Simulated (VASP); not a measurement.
A run of VASP 6.6.1 is set up as follows.

File INCAR:

```
PREC = Accurate
ENCUT = 520
EDIFF = 1E-7
ISMEAR = -1
SIGMA = 0.05
LREAL = F
LASPH = T
NELM = 100
ALGO = Normal
ISIF = 2
LWAVE = F
LCHARG = F
GGA = PE
NBANDS = 22
```

File KPOINTS:

```
regular mesh
0
Gamma
  8 8 4
```

POSCAR

```
I
1.0
    3.6275000000     -2.3975000000      0.0000000000
    3.6275000000      2.3975000000      0.0000000000
    0.0000000000      0.0000000000      9.7800000000
I
4
Direct
    0.8460944319      0.1539055681      0.1216036680
    0.6539055681      0.3460944319      0.6216036680
    0.1539055681      0.8460944319      0.8783963320
    0.3460944319      0.6539055681      0.3783963320
```

Potentials or basis: VASP PAW PBE potentials, release 64 (I).

The run is started by

```sh
$ cat potpaw_PBE.64/I/POTCAR > POTCAR
$ mpirun -np 1 vasp_std > vasp.out
```

Estimate the band gap on the k mesh.

1.00 eV (least direct gap 1.21 eV).

Estimate the pressure.

0.2 GPa.

What does it give for the largest force?

0.028 eV/Å.

Stress tensor (GPa, compression positive):
```
 1.37  0.00  0.00
 0.00 -0.18  0.00
 0.00  0.00 -0.47
```

Caveat: spin-orbit coupling is left out, which moves the levels of the heavy elements. A k mesh can miss the band edges.
